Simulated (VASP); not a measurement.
# BP (I-4m2) in VASP: further runs

The runs below take BP through single point, with PBE.

All numbers are computed with VASP 6.6.1; they aren't measurements. Logs are shortened: lines on timing, memory, paths and dates and some standing lists are left out, and cuts for length are marked.

**1. The cell of the first run**

The structure is tetragonal, space group I-4m2 (No. 119). Conventional cell: a = 3.208 Å, b = 3.208 Å, c = 4.673 Å, α = 90.00°, β = 90.00°, γ = 90.00°. B (site symmetry -4m2) has 4 P at 1.98 Å within 2.6 Å. P (site symmetry -4m2) has 4 B at 1.98 Å within 2.6 Å.

**2. Single point, PBE (uniaxial z strain +3.0%)**

INCAR

```
ALGO = Normal
EDIFF = 1E-6
ENCUT = 520
GGA = PE
ISIF = 2
ISMEAR = -1
LASPH = True
LCHARG = False
LREAL = False
LWAVE = False
NBANDS = 11
NELM = 100
PREC = Accurate
SIGMA = 0.02
```

KPOINTS

```
k-points
0
Gamma
  10 10 10
```

POSCAR

```
BP
1.0
    0.0000000000      2.2683156689      2.3363651390
    2.2683156689      0.0000000000      2.3363651390
    2.2683156689      2.2683156689      0.0000000000
B P
1 1
Direct
    0.0000000000      0.0000000000      0.0000000000
    0.2500000000      0.2500000000      0.2500000000
```

Potentials or basis: VASP PAW PBE potentials, release 64 (B, P).

On the command line:

```bash
$ cat potpaw_PBE.64/B/POTCAR potpaw_PBE.64/P/POTCAR > POTCAR
$ mpirun -np 1 vasp_std > vasp.out
```

OUTCAR:

```text
EDIFF = 1E-6
   ENCUT = 520
   GGA = PE
   ISIF = 2
   ISMEAR = -1
   LASPH = True
   LREAL = False
   NELM = 100
   PREC = Accurate

 ion  position               nearest neighbor table
   1  0.000  0.000  0.000-   2 1.98   2 1.98   2 1.98   2 1.98
   2  0.250  0.250  0.250-   1 1.98   1 1.98   1 1.98   1 1.98

  LATTYP: Found a body centered tetragonal cell.
 ALAT       =     3.2078827827
 C/A-ratio  =     1.4566399693

  Lattice vectors:

 A1 = (  -2.2683156689,   0.0000000000,   2.3363651390)
 A2 = (   2.2683156689,   0.0000000000,   2.3363651390)
 A3 = (   0.0000000000,   2.2683156689,  -2.3363651390)

Analysis of symmetry for initial positions (statically):
=====================================================================
 Subroutine PRICEL returns:
 Original cell was already a primitive cell.

 Routine SETGRP: Setting up the symmetry group for a
 body centered tetragonal supercell.

 Subroutine GETGRP returns: Found  8 space group operations
 (whereof  8 operations were pure point group operations)
 out of a pool of 16 trial point group operations.

The static configuration has the point symmetry D_2d.

Analysis of symmetry for dynamics (positions and initial velocities):
=====================================================================
 Subroutine PRICEL returns:
 Original cell was already a primitive cell.

 Routine SETGRP: Setting up the symmetry group for a
 body centered tetragonal supercell.

 Subroutine GETGRP returns: Found  8 space group operations
 (whereof  8 operations were pure point group operations)
 out of a pool of 16 trial point group operations.

The dynamic configuration has the point symmetry D_2d.

 Subroutine INISYM returns: Found  8 space group operations
 (whereof  8 operations are pure point group operations),
 and found     1 'primitive' translations

----------------------------------------------------------------------------------------

                                     Primitive cell

  volume of cell :      24.0424

  direct lattice vectors                    reciprocal lattice vectors
     0.000000000  2.268315669  2.336365139    -0.220427874  0.220427874  0.214007644
     2.268315669  0.000000000  2.336365139     0.220427874 -0.220427874  0.214007644
     2.268315669  2.268315669  0.000000000     0.220427874  0.220427874 -0.214007644

  length of vectors
     3.256356559  3.256356559  3.207882783     0.378121894  0.378121894  0.378121894

  position of ions in fractional coordinates (direct lattice)
     0.000000000  0.000000000  0.000000000
     0.250000000  0.250000000  0.250000000

  ion indices of the primitive-cell ions
   primitive index   ion index
                 1           1
                 2           2

----------------------------------------------------------------------------------------

 KPOINTS: k-points

Automatic generation of k-mesh.
 Grid dimensions read from file:
 generate k-points for:   10   10   10

 Generating k-lattice:

  Cartesian coordinates                     Fractional coordinates (reciprocal lattice)
    -0.022042787  0.022042787  0.021400764     0.100000000  0.000000000  0.000000000
     0.022042787 -0.022042787  0.021400764     0.000000000  0.100000000  0.000000000
     0.022042787  0.022042787 -0.021400764     0.000000000  0.000000000  0.100000000

  Length of vectors
     0.037812189  0.037812189  0.037812189

  Shift w.r.t. Gamma in fractional coordinates (k-lattice)
     0.000000000  0.000000000  0.000000000

 Subroutine IBZKPT returns following result:
 ===========================================

 Found    102 irreducible k-points:

 Following reciprocal coordinates:
            Coordinates               Weight
  0.000000  0.000000  0.000000      1.000000
  0.100000 -0.000000  0.000000      8.000000
  0.200000 -0.000000  0.000000      8.000000
  0.300000 -0.000000  0.000000      8.000000
  0.400000 -0.000000  0.000000      8.000000
  0.500000 -0.000000  0.000000      4.000000
[... 16 lines left out ...]
  0.300000  0.300000  0.000000      2.000000
  0.400000  0.300000  0.000000      8.000000
 [... further k-points ...]
   k-points           NKPTS =    102   k-points in BZ     NKDIM =    102   number of bands    NBANDS=     11
   number of dos      NEDOS =    301   number of ions     NIONS =      2
   total plane-waves  NPLWV =  13824
   dimension x,y,z NGX =    24 NGY =   24 NGZ =   24
   dimension x,y,z NGXF=    48 NGYF=   48 NGZF=   48
   ions per type =               1   1
   NGX,Y,Z   is equivalent  to a cutoff of  12.25, 12.25, 12.44 a.u.
   NGXF,Y,Z  is equivalent  to a cutoff of  24.51, 24.51, 24.88 a.u.
 SYSTEM =  unknown system
   PREC   = accura    normal or accurate (medium, high low for compatibility)
   ISTART =      0    job   : 0-new  1-cont  2-samecut
   ICHARG =      2    charge: 1-file 2-atom 10-const
   ISPIN  =      1    spin polarized calculation?
   LNONCOLLINEAR =      F non collinear calculations
   LSORBIT =      F    spin-orbit coupling
   LASPH  =      T    aspherical Exc in radial PAW
   ENCUT  =  520.0 eV  38.22 Ry    6.18 a.u.   6.05  6.05  5.96*2*pi/ulx,y,z
   NELM   =    100;   NELMIN=  2; NELMDL= -5     # of ELM steps
   EDIFF  = 0.1E-05   stopping-criterion for ELM
   LREAL  =      F    real-space projection
   EDIFFG = 0.1E-04   stopping-criterion for IOM
   NSW    =      0    number of steps for IOM
   IBRION =     -1    ionic relax: 0-MD 1-quasi-New 2-CG
   NFREE  =      0    steps in history (QN), initial steepest desc. (CG)
   ISIF   =      2    stress and relaxation
   ISYM   =      2    0-nonsym 1-usesym 2-fastsym
   POTIM  = 0.5000    time-step for ionic-motion
   TEBEG  =    0.0;   TEEND  =   0.0 temperature during run
   PSTRESS=    0.0 pullay stress
   NELECT =       8.0000    total number of electrons
   NUPDOWN=      -1.0000    fix difference up-down
   EMIN   =  10.00;   EMAX   =-10.00  energy-range for DOS
   EFERMI =   0.00;   METHOD = LEGACY
   ISMEAR =    -1;   SIGMA  =   0.02  broadening in eV -4-tet -1-fermi 0-gaus
   EFERMI_NEDOS =   21; number of points for ismear=-14 and -15
   IALGO  =     38    algorithm
   IMIX   =      4    mixing-type and parameters
     AMIX     =   0.40;   BMIX     =  1.00
     AMIX_MAG =   1.60;   BMIX_MAG =  1.00
  volume/ion in A,a.u.               =      12.02        81.12
  Fermi-wavevector in a.u.,A,eV,Ry     =   1.134433  2.143768 17.509864  1.286939
  Thomas-Fermi vector in A             =   2.271137
   LORBIT       =      0    0 simple, 1 ext, 2 COOP (PROOUT), +10 PAW based schemes
   GGA     = PE    functional components
   LHFCALC =     F    Hartree Fock is set to
   AEXX    =    0.0000 exact exchange contribution
   IVDW    =     0    specifies the selected vdW correction
   LEPSILON=     F    determine dielectric tensor
   LRPA    =     F    only Hartree local field effects (RPA)
 non-spin polarized calculation
  energy-cutoff  :      520.00
  volume of cell :       24.04
 maximum number of plane-waves:       660
   NGX = 13   NGY = 13   NGZ = 11

 number of electron       7.9999999 magnetization

 Free energy of the ion-electron system (eV)
  ---------------------------------------------------
  ext. energy  EPLUGINS =         0.00000000
  ---------------------------------------------------
  free energy    TOTEN  =       -12.91314200 eV

  energy without entropy =      -12.91314200  energy(sigma->0) =      -12.91314200

 E-fermi :   7.5706     XC(G=0): -10.7853

 val. band max:        7.1972591437   @ k =   0.0000   0.0000   0.0000
 cond. band min:       8.2551715952   @ k =   0.4000   0.0000   0.4000
 fundamental gap:      1.0579124516
 Fermi energy:         7.5706407082

 k-point     1 :       0.0000    0.0000    0.0000
  band No.  band energies     occupation
      1      -8.1088      2.00000
      2       6.9020      2.00000
      3       7.1973      2.00000
      4       7.1973      2.00000
      5      10.4082      0.00000
      6      10.4082      0.00000
      7      10.5738      0.00000
      8      14.0248      0.00000
      9      18.4195      0.00000
     10      18.7503      0.00000
     11      19.5307      0.00000

 k-point     2 :       0.1000   -0.0000    0.0000
  band No.  band energies     occupation
      1      -7.9328      2.00000
      2       5.8047      2.00000
      3       6.7166      2.00000
      4       6.9198      2.00000
      5      10.7612      0.00000
      6      10.8127      0.00000
      7      11.0124      0.00000
      8      14.5762      0.00000
      9      18.1427      0.00000
     10      18.7987      0.00000
     11      18.9808      0.00000

 k-point     3 :       0.2000   -0.0000    0.0000
  band No.  band energies     occupation
      1      -7.4119      2.00000
      2       3.5171      2.00000
      3       6.1343      2.00000
      4       6.3976      2.00000
      5      10.9448      0.00000
      6      11.5608      0.00000
      7      11.6306      0.00000
      8      15.8319      0.00000
      9      17.6941      0.00000
     10      18.0805      0.00000
     11      19.8502      0.00000

 k-point     4 :       0.3000   -0.0000    0.0000
  band No.  band energies     occupation
      1      -6.5771      2.00000
      2       1.2085      2.00000
      3       5.6253      2.00000
      4       5.9450      2.00000
      5      10.8114      0.00000
      6      11.9026      0.00000
      7      11.9820      0.00000
      8      16.8666      0.00000
      9      18.3973      0.00000
     10      18.4602      0.00000
     11      20.0983      0.00000

 k-point     5 :       0.4000   -0.0000    0.0000
  band No.  band energies     occupation
      1      -5.5443      2.00000
      2      -0.7595      2.00000
      3       5.2993      2.00000
      4       5.6608      2.00000
      5      10.6619      0.00000
      6      11.8323      0.00000
      7      11.9863      0.00000
      8      17.1493      0.00000
      9      19.9643      0.00000
     10      20.0955      0.00000
     11      21.0080      0.00000
[... 211 lines left out ...]
 k-point    21 :      -0.3000    0.2000    0.0000
  band No.  band energies     occupation
      1      -5.2880      2.00000
      2       0.1492      2.00000
      3       2.3885      2.00000
      4       5.4291      2.00000
      5      11.2119      0.00000
      6      13.1735      0.00000
      7      13.6552      0.00000
      8      16.1258      0.00000
      9      17.4717      0.00000
     10      19.8549      0.00000
     11      23.6060      0.00000

 k-point    22 :      -0.2000    0.2000    0.0000
  band No.  band energies     occupation
      1      -6.2622      2.00000
      2       1.8362      2.00000
      3       2.9034      2.00000
      4       6.0728      2.00000
      5      11.7230      0.00000
      6      12.3229      0.00000
      7      13.1495      0.00000
      8      15.1577      0.00000
      9      16.6908      0.00000
     10      20.6492      0.00000
     11      22.6999      0.00000

 k-point    23 :       0.3000    0.3000    0.0000
  band No.  band energies     occupation
      1      -6.1227      2.00000
      2       2.0680      2.00000
      3       4.1334      2.00000
      4       4.1334      2.00000
      5       8.8807      0.00000
      6      11.1040      0.00000
      7      15.7629      0.00000
      8      15.7629      0.00000
      9      19.5216      0.00000
     10      21.6258      0.00000
     11      23.0574      0.00000

 k-point    24 :       0.4000    0.3000    0.0000
  band No.  band energies     occupation
      1      -5.3428      2.00000
      2       0.8401      2.00000
      3       3.2478      2.00000
      4       3.8590      2.00000
      5       9.1757      0.00000
      6      10.9146      0.00000
      7      16.3233      0.00000
      8      16.4325      0.00000
      9      20.5333      0.00000
     10      22.3288      0.00000
     11      23.5545      0.00000

 [... further k-points ...]
[... 5 lines left out ...]
  --------------------------------------------------------------------------------------
  -------------------------------------------------------------------------------------
  Total       -0.1383948     -0.1383948     -1.3441081      0.0000000     -0.0000000      0.0000000
  in kB       -9.2225833     -9.2225833    -89.5709299      0.0000000     -0.0000000      0.0000000
  external PRESSURE =     -36.0053655 kB  Pullay stress =       0.0000000 kB

 VOLUME and BASIS-vectors are now :
 -----------------------------------------------------------------------------
  energy-cutoff  :      520.00
  volume of cell :       24.04
      direct lattice vectors                 reciprocal lattice vectors
     0.000000000  2.268315669  2.336365139    -0.220427874  0.220427874  0.214007644
     2.268315669  0.000000000  2.336365139     0.220427874 -0.220427874  0.214007644
     2.268315669  2.268315669  0.000000000     0.220427874  0.220427874 -0.214007644

 POSITION                                       TOTAL-FORCE (eV/Angst)
 -----------------------------------------------------------------------------------
      0.00000      0.00000      0.00000        -0.000000     -0.000000     -0.000000
      1.13416      1.13416      1.16818         0.000000      0.000000      0.000000
 -----------------------------------------------------------------------------------
    total drift:                                0.000000      0.000000      0.000000

  FREE ENERGIE OF THE ION-ELECTRON SYSTEM (eV)
  ---------------------------------------------------
  free  energy   TOTEN  =       -12.9131419974 eV

  energy  without entropy=      -12.9131419974  energy(sigma->0) =      -12.91314200
```

Wall time 8 s (1 thread of Intel Xeon 6975P-C (Granite Rapids), shared host); peak memory 0.15 GiB.

Results:

* Free energy: -12.9131 eV
* Pressure: -3.6 GPa
* Band gap on the k mesh: 1.06 eV, indirect (least direct gap 3.21 eV)

Caveat: the cell differs from its parent crystal (uniaxial z strain +3.0%).

**3. Single point, PBE (uniaxial z strain +4.0%)**

INCAR

```
SYSTEM = BP
  PREC = Accurate
  ENCUT = 520
  EDIFF = 1E-6
  ISMEAR = -1
  SIGMA = 0.02
  LREAL = .FALSE.
  LASPH = .TRUE.
  NELM = 60
  ALGO = Normal
  ISIF = 2
  LWAVE = .FALSE.
  LCHARG = .FALSE.
  GGA = PE
  NBANDS = 11
```

KPOINTS

```
Automatic mesh
0
G
  10 10 10
  0 0 0
```

POSCAR

```
BP
1.0
    0.0000000000      2.2683156689      2.3590482957
    2.2683156689      0.0000000000      2.3590482957
    2.2683156689      2.2683156689      0.0000000000
B P
1 1
Direct
    0.0000000000      0.0000000000      0.0000000000
    0.2500000000      0.2500000000      0.2500000000
```

Potentials or basis: VASP PAW PBE potentials, release 64 (B, P).

On the command line:

```bash
$ cat potpaw_PBE.64/B/POTCAR potpaw_PBE.64/P/POTCAR > POTCAR
$ mpirun -np 1 vasp_std > vasp.out
```

Wall time 8.4 s (1 thread of Intel Xeon 6975P-C (Granite Rapids), shared host); peak memory 0.14 GiB.

It converged, with:

```yaml
Free_energy: -12.8979 eV
Pressure: -5.0 GPa
Band_gap_on_the_k_mesh: 1.00 eV, indirect (least direct gap 3.15 eV)
```

Stress tensor (GPa, compression positive):
```
 -1.44   0.00   0.00
  0.00  -1.44   0.00
  0.00   0.00 -12.14
```

Levels at points of the mesh, in eV from the valence-band top:
| k point | band 2 | band 3 | band 4 | band 5 | band 6 | band 7 |
| --- | --- | --- | --- | --- | --- | --- |
| (0.00, 0.00, 0.00) | -0.39 | 0.00 | 0.00 | 3.15 | 3.15 | 3.37 |
| (0.50, 0.00, 0.00) | -8.89 | -2.09 | -1.59 | 3.25 | 4.56 | 4.74 |
| (0.50, 0.50, 0.00) | -8.74 | -3.84 | -3.84 | 1.56 | 1.92 | 11.63 |
| (0.50, 0.00, 0.50) | -8.40 | -4.27 | -4.19 | 1.14 | 1.39 | 11.20 |

Caveat: the cell differs from its parent crystal (uniaxial z strain +4.0%). A k mesh can miss the band edges.
